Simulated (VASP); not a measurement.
# CaO in VASP: a series of runs

CaO is run at these levels: PBE, r2SCAN; tasks: single point.

Everything below comes from runs of VASP 6.6.1. Logs are shortened: lines on timing, memory, paths and dates and some standing lists are left out, and cuts for length are marked.

## Step 1: The cell of the first run

It takes space group I-4m2 (No. 119, tetragonal). The conventional cell has a = 3.686 Å, b = 3.686 Å, c = 5.180 Å, α = 90.00°, β = 90.00°, γ = 90.00°. Within 3.0 Å of Ca (site symmetry -4m2) lie 4 O at 2.25 Å. O (site symmetry -4m2) has 4 Ca at 2.25 Å within 3.0 Å.

## Step 2: Single point, PBE (uniaxial x strain -0.7%)

File INCAR:

```
PREC     = Accurate       # precision mode
ENCUT    = 520            # plane-wave cutoff, eV
EDIFF    = 1E-6           # SCF threshold, eV
ISMEAR   = -1             # smearing method
SIGMA    = 0.02           # smearing width, eV
LREAL    = F              # projectors in reciprocal space
LASPH    = T              # aspherical terms in the spheres
NELM     = 60             # most SCF steps
ALGO     = Normal         # electronic algorithm
ISIF     = 2              # what is computed and relaxed
LWAVE    = F              # write WAVECAR
LCHARG   = F              # write CHGCAR
GGA      = PE             # functional
NBANDS   = 15             # bands
```

File KPOINTS:

```
Automatic mesh
0
Gamma
  8 8 8
```

File POSCAR:

```
CaO
1.0
    0.0000000000      2.6067317416      2.6067317416
    2.5897879853      0.0000000000      2.6067317416
    2.5897879853      2.6067317416      0.0000000000
Ca O
1 1
Direct
    0.0000000000      0.0000000000      0.0000000000
    0.2500000000      0.2500000000      0.2500000000
```

Potentials or basis: VASP PAW PBE potentials, release 64 (Ca_sv, O).

Launch:

```console
cat potpaw_PBE.64/Ca_sv/POTCAR potpaw_PBE.64/O/POTCAR > POTCAR
mpirun -np 1 vasp_std > vasp.out
```

OUTCAR:

```text
PREC = Accurate
   ENCUT = 520
   EDIFF = 1E-6
   ISMEAR = -1
   LREAL = F
   LASPH = T
   NELM = 60
   ISIF = 2
   GGA = PE

 ion  position               nearest neighbor table
   1  0.000  0.000  0.000-   2 2.25   2 2.25   2 2.25   2 2.25
   2  0.250  0.250  0.250-   1 2.25   1 2.25   1 2.25   1 2.25

  LATTYP: Found a body centered tetragonal cell.
 ALAT       =     3.6864753824
 C/A-ratio  =     1.4050211742

  Lattice vectors:

 A1 = (  -2.5897879853,   0.0000000000,  -2.6067317416)
 A2 = (  -2.5897879853,   0.0000000000,   2.6067317416)
 A3 = (   2.5897879853,   2.6067317416,   0.0000000000)

Analysis of symmetry for initial positions (statically):
=====================================================================
 Subroutine PRICEL returns:
 Original cell was already a primitive cell.

 Routine SETGRP: Setting up the symmetry group for a
 body centered tetragonal supercell.

 Subroutine GETGRP returns: Found  8 space group operations
 (whereof  8 operations were pure point group operations)
 out of a pool of 16 trial point group operations.

The static configuration has the point symmetry D_2d.

Analysis of symmetry for dynamics (positions and initial velocities):
=====================================================================
 Subroutine PRICEL returns:
 Original cell was already a primitive cell.

 Routine SETGRP: Setting up the symmetry group for a
 body centered tetragonal supercell.

 Subroutine GETGRP returns: Found  8 space group operations
 (whereof  8 operations were pure point group operations)
 out of a pool of 16 trial point group operations.

The dynamic configuration has the point symmetry D_2d.

 Subroutine INISYM returns: Found  8 space group operations
 (whereof  8 operations are pure point group operations),
 and found     1 'primitive' translations

----------------------------------------------------------------------------------------

                                     Primitive cell

  volume of cell :      35.1955

  direct lattice vectors                    reciprocal lattice vectors
     0.000000000  2.606731742  2.606731742    -0.193065997  0.191811068  0.191811068
     2.589787985  0.000000000  2.606731742     0.193065997 -0.191811068  0.191811068
     2.589787985  2.606731742  0.000000000     0.193065997  0.191811068 -0.191811068

  length of vectors
     3.686475382  3.674513870  3.674513870     0.332952626  0.332952626  0.332952626

  position of ions in fractional coordinates (direct lattice)
     0.000000000  0.000000000  0.000000000
     0.250000000  0.250000000  0.250000000

  ion indices of the primitive-cell ions
   primitive index   ion index
                 1           1
                 2           2

----------------------------------------------------------------------------------------

 KPOINTS: Automatic mesh

Automatic generation of k-mesh.
 Grid dimensions read from file:
 generate k-points for:    8    8    8

 Generating k-lattice:

  Cartesian coordinates                     Fractional coordinates (reciprocal lattice)
    -0.024133250  0.023976384  0.023976384     0.125000000  0.000000000  0.000000000
     0.024133250 -0.023976384  0.023976384     0.000000000  0.125000000  0.000000000
     0.024133250  0.023976384 -0.023976384     0.000000000  0.000000000  0.125000000

  Length of vectors
     0.041619078  0.041619078  0.041619078

  Shift w.r.t. Gamma in fractional coordinates (k-lattice)
     0.000000000  0.000000000  0.000000000

 Subroutine IBZKPT returns following result:
 ===========================================

 Found     59 irreducible k-points:

 Following reciprocal coordinates:
            Coordinates               Weight
  0.000000  0.000000  0.000000      1.000000
  0.125000  0.000000  0.000000      8.000000
  0.250000  0.000000  0.000000      8.000000
  0.375000  0.000000  0.000000      8.000000
  0.500000  0.000000  0.000000      4.000000
  0.125000  0.125000  0.000000      4.000000
[... 16 lines left out ...]
  0.250000  0.125000  0.125000      4.000000
  0.375000  0.125000  0.125000      8.000000
 [... further k-points ...]
   k-points           NKPTS =     59   k-points in BZ     NKDIM =     59   number of bands    NBANDS=     15
   number of dos      NEDOS =    301   number of ions     NIONS =      2
   total plane-waves  NPLWV =  21952
   dimension x,y,z NGX =    28 NGY =   28 NGZ =   28
   dimension x,y,z NGXF=    56 NGYF=   56 NGZF=   56
   ions per type =               1   1
   NGX,Y,Z   is equivalent  to a cutoff of  12.63, 12.67, 12.67 a.u.
   NGXF,Y,Z  is equivalent  to a cutoff of  25.25, 25.34, 25.34 a.u.
 SYSTEM =  unknown system
   PREC   = accura    normal or accurate (medium, high low for compatibility)
   ISTART =      0    job   : 0-new  1-cont  2-samecut
   ICHARG =      2    charge: 1-file 2-atom 10-const
   ISPIN  =      1    spin polarized calculation?
   LNONCOLLINEAR =      F non collinear calculations
   LSORBIT =      F    spin-orbit coupling
   LASPH  =      T    aspherical Exc in radial PAW
   ENCUT  =  520.0 eV  38.22 Ry    6.18 a.u.   6.85  6.83  6.83*2*pi/ulx,y,z
   NELM   =     60;   NELMIN=  2; NELMDL= -5     # of ELM steps
   EDIFF  = 0.1E-05   stopping-criterion for ELM
   LREAL  =      F    real-space projection
   EDIFFG = 0.1E-04   stopping-criterion for IOM
   NSW    =      0    number of steps for IOM
   IBRION =     -1    ionic relax: 0-MD 1-quasi-New 2-CG
   NFREE  =      0    steps in history (QN), initial steepest desc. (CG)
   ISIF   =      2    stress and relaxation
   ISYM   =      2    0-nonsym 1-usesym 2-fastsym
   POTIM  = 0.5000    time-step for ionic-motion
   TEBEG  =    0.0;   TEEND  =   0.0 temperature during run
   PSTRESS=    0.0 pullay stress
   NELECT =      16.0000    total number of electrons
   NUPDOWN=      -1.0000    fix difference up-down
   EMIN   =  10.00;   EMAX   =-10.00  energy-range for DOS
   EFERMI =   0.00;   METHOD = LEGACY
   ISMEAR =    -1;   SIGMA  =   0.02  broadening in eV -4-tet -1-fermi 0-gaus
   EFERMI_NEDOS =   21; number of points for ismear=-14 and -15
   IALGO  =     38    algorithm
   IMIX   =      4    mixing-type and parameters
     AMIX     =   0.40;   BMIX     =  1.00
     AMIX_MAG =   1.60;   BMIX_MAG =  1.00
  volume/ion in A,a.u.               =      17.60       118.76
  Fermi-wavevector in a.u.,A,eV,Ry     =   1.258788  2.378764 21.559067  1.584547
  Thomas-Fermi vector in A             =   2.392380
   LORBIT       =      0    0 simple, 1 ext, 2 COOP (PROOUT), +10 PAW based schemes
   GGA     = PE    functional components
   LHFCALC =     F    Hartree Fock is set to
   AEXX    =    0.0000 exact exchange contribution
   IVDW    =     0    specifies the selected vdW correction
   LEPSILON=     F    determine dielectric tensor
   LRPA    =     F    only Hartree local field effects (RPA)
 non-spin polarized calculation
  energy-cutoff  :      520.00
  volume of cell :       35.20
 maximum number of plane-waves:       960
   NGX = 13   NGY = 13   NGZ = 13

 number of electron      15.9999998 magnetization

 Free energy of the ion-electron system (eV)
  ---------------------------------------------------
  ext. energy  EPLUGINS =         0.00000000
  ---------------------------------------------------
  free energy    TOTEN  =       -12.43540486 eV

  energy without entropy =      -12.43540486  energy(sigma->0) =      -12.43540486

 E-fermi :   1.0989     XC(G=0):  -9.0702

 val. band max:        0.5154174568   @ k =   0.5000  -0.2500   0.2500
 cond. band min:       3.8587592618   @ k =   0.0000   0.0000   0.0000
 fundamental gap:      3.3433418050
 Fermi energy:         1.0988742412

 k-point     1 :       0.0000    0.0000    0.0000
  band No.  band energies     occupation
      1     -36.6113      2.00000
      2     -17.5511      2.00000
      3     -17.5493      2.00000
      4     -17.5493      2.00000
      5     -14.2929      2.00000
      6      -0.1280      2.00000
      7      -0.1280      2.00000
      8      -0.1228      2.00000
      9       3.8588      0.00000
     10       8.4847      0.00000
     11       8.5335      0.00000
     12      10.1390      0.00000
     13      10.1390      0.00000
     14      10.1933      0.00000
     15      17.1149      0.00000

 k-point     2 :       0.1250    0.0000    0.0000
  band No.  band energies     occupation
      1     -36.6045      2.00000
      2     -17.6749      2.00000
      3     -17.5584      2.00000
      4     -17.5576      2.00000
      5     -14.1703      2.00000
      6      -0.2976      2.00000
      7      -0.0845      2.00000
      8      -0.0796      2.00000
      9       4.4058      0.00000
     10       8.3153      0.00000
     11       8.3578      0.00000
     12       9.9265      0.00000
     13      10.2933      0.00000
     14      10.3249      0.00000
     15      15.4610      0.00000

 k-point     3 :       0.2500    0.0000    0.0000
  band No.  band energies     occupation
      1     -36.5880      2.00000
      2     -17.9426      2.00000
      3     -17.5775      2.00000
      4     -17.5773      2.00000
      5     -13.9149      2.00000
      6      -0.5069      2.00000
      7       0.0130      2.00000
      8       0.0215      2.00000
      9       5.5321      0.00000
     10       8.1497      0.00000
     11       8.1791      0.00000
     12       9.4718      0.00000
     13      10.3828      0.00000
     14      10.3978      0.00000
     15      13.4729      0.00000
[... 343 lines left out ...]
 k-point    23 :       0.2500    0.1250    0.1250
  band No.  band energies     occupation
      1     -36.5945      2.00000
      2     -17.8242      2.00000
      3     -17.5973      2.00000
      4     -17.5626      2.00000
      5     -14.0059      2.00000
      6      -0.4537      2.00000
      7      -0.0331      2.00000
      8      -0.0051      2.00000
      9       5.1197      0.00000
     10       7.9194      0.00000
     11       8.3416      0.00000
     12       9.7666      0.00000
     13      10.2865      0.00000
     14      10.5017      0.00000
     15      14.6730      0.00000

 k-point    24 :       0.3750    0.1250    0.1250
  band No.  band energies     occupation
      1     -36.5780      2.00000
      2     -18.0507      2.00000
      3     -17.6392      2.00000
      4     -17.5826      2.00000
      5     -13.7725      2.00000
      6      -0.5142      2.00000
      7       0.0490      2.00000
      8       0.0674      2.00000
      9       6.0427      0.00000
     10       7.8135      0.00000
     11       8.1883      0.00000
     12       9.4512      0.00000
     13      10.3255      0.00000
     14      10.5135      0.00000
     15      13.3410      0.00000

 [... further k-points ...]

------------------------ aborting loop because EDIFF is reached ----------------------------------------

  FORCE on cell =-STRESS in cart. coord.  units (eV):
  Direction    XX          YY          ZZ          XY          YZ          ZX
  --------------------------------------------------------------------------------------
  -------------------------------------------------------------------------------------
  Total        0.5390940      0.5209810      0.5209810      0.0000000      0.0000000      0.0000000
  in kB       24.5407688     23.7162268     23.7162268      0.0000000      0.0000000      0.0000000
  external PRESSURE =      23.9910741 kB  Pullay stress =       0.0000000 kB

 VOLUME and BASIS-vectors are now :
 -----------------------------------------------------------------------------
  energy-cutoff  :      520.00
  volume of cell :       35.20
      direct lattice vectors                 reciprocal lattice vectors
     0.000000000  2.606731742  2.606731742    -0.193065997  0.191811068  0.191811068
     2.589787985  0.000000000  2.606731742     0.193065997 -0.191811068  0.191811068
     2.589787985  2.606731742  0.000000000     0.193065997  0.191811068 -0.191811068

 POSITION                                       TOTAL-FORCE (eV/Angst)
 -----------------------------------------------------------------------------------
      0.00000      0.00000      0.00000         0.000000     -0.000000      0.000000
      1.29489      1.30337      1.30337        -0.000000      0.000000     -0.000000
 -----------------------------------------------------------------------------------
    total drift:                               -0.000000     -0.000000     -0.000000

  FREE ENERGIE OF THE ION-ELECTRON SYSTEM (eV)
  ---------------------------------------------------
  free  energy   TOTEN  =       -12.4354048568 eV

  energy  without entropy=      -12.4354048568  energy(sigma->0) =      -12.43540486
```

Run time: 27 s. Hardware: 1 thread of Intel Xeon Platinum 8259CL at 2.50GHz (Skylake/Cascade Lake), shared host; peak memory 0.17 GiB.

Results:

| Property | Result |
| --- | --- |
| Free energy | -12.4354 eV |
| Pressure | 2.4 GPa |
| Band gap on the k mesh | 3.34 eV, indirect (least direct gap 3.98 eV) |

Levels at points of the mesh, in eV from the valence-band top:
```tsv
k point	band 4	band 5	band 6	band 7	band 8	band 9	band 10	band 11	band 12	band 13
(0.00, 0.00, 0.00)	-18.06	-14.81	-0.64	-0.64	-0.64	3.34	7.97	8.02	9.62	9.62
(0.50, 0.00, 0.00)	-18.12	-14.14	-1.00	-0.38	-0.37	6.15	7.89	7.90	8.26	9.41
(0.50, 0.50, 0.00)	-18.20	-13.93	-1.45	-0.01	0.00	4.93	6.64	9.05	9.36	9.37
(0.00, 0.50, 0.50)	-18.21	-13.94	-1.45	-0.01	-0.01	4.96	6.66	9.05	9.37	9.37
```

Caveat: the cell differs from its parent crystal (uniaxial x strain -0.7%). A k mesh can miss the band edges.

## Step 3: Single point, r2SCAN (uniaxial x strain -0.7%)

POSCAR is that of step 2.

File INCAR.step1:

```
ALGO = Normal ; EDIFF = 1E-4
ENCUT = 520 ; GGA = PE
ISMEAR = 0 ; LASPH = True
LCHARG = False ; LREAL = False
LWAVE = True ; NBANDS = 15
NELM = 80 ; PREC = Accurate
SIGMA = 0.01
```

File INCAR.step2:

```
ALGO = Normal ; EDIFF = 1E-6
ENCUT = 520 ; ISIF = 2
ISMEAR = 0 ; ISTART = 1
LASPH = True ; LCHARG = False
LMIXTAU = True ; LREAL = False
LWAVE = False ; METAGGA = R2SCAN
NBANDS = 15 ; NELM = 80
PREC = Accurate ; SIGMA = 0.01
```

File KPOINTS:

```
k-points
0
Gamma
  8 8 8
```

Potentials or basis: VASP PAW PBE potentials, release 64 (Ca_sv, O).

Launch:

```console
cat potpaw_PBE.64/Ca_sv/POTCAR potpaw_PBE.64/O/POTCAR > POTCAR
cp INCAR.step1 INCAR
mpirun -np 1 vasp_std > vasp.out
cp INCAR.step2 INCAR
mpirun -np 1 vasp_std > vasp.out
```

It took 2 min on 1 thread of Intel Xeon Platinum 8259CL at 2.50GHz (Skylake/Cascade Lake), shared host; peak memory 0.18 GiB.

It converged, with:

- Free energy: -18.9383 eV
- Pressure: 1.5 GPa
- Band gap on the k mesh: 3.75 eV, indirect (least direct gap 4.39 eV)

Stress tensor (GPa, compression positive):
```
1.51 0.00 0.00
0.00 1.44 0.00
0.00 0.00 1.44
```

Levels at points of the mesh, in eV from the valence-band top:
```
           k point  band 6  band 7  band 8  band 9  band 10  band 11
(0.00, 0.00, 0.00)   -0.64   -0.64   -0.64    3.75     8.65     8.70
(0.50, 0.00, 0.00)   -1.00   -0.38   -0.37    6.60     8.55     8.56
(0.50, 0.50, 0.00)   -1.44    0.00    0.00    5.34     7.23     9.78
(0.00, 0.50, 0.50)   -1.44   -0.01   -0.01    5.36     7.24     9.78
```

Caveat: the cell differs from its parent crystal (uniaxial x strain -0.7%); the PAW data sets were made with another functional, which shifts forces and pressure a little.

(Continued in part 2 of 2.)
